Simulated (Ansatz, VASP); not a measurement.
Two plane-wave programs on Pd

```
CELL_PARAMETERS angstrom
2.60040 0.00000 0.00000
0.00000 2.60040 0.00000
0.00000 0.00000 2.60040
ATOMIC_POSITIONS crystal
Pd 0.00000 0.00000 0.00000
```

Alike in both runs: task single point; functional PBEsol; k mesh 14 × 14 × 14; occupations fermi-dirac, width 0.1 eV; no spin polarisation.

|  | VASP | Ansatz |
| --- | --- | --- |
| version | VASP 6.6.1 | Ansatz 0.2.0 |
| potentials or method | VASP PAW PBE potentials, release 64 (Pd), cutoff 520 eV | plane waves (420 eV) with PAW, scalar-relativistic |
| valence electrons in the cell | 10 | 18 |

```tsv
	VASP	Ansatz	Ansatz less VASP
pressure (GPa)	-5.4	-5.1	+0.32
```

VASP's potentials were made for PBE, not for PBEsol, and Ansatz warns of the same on its side. VASP's potentials hold 10 valence electrons a cell and Ansatz's 18, so a difference there can come from the potentials and not from the codes.
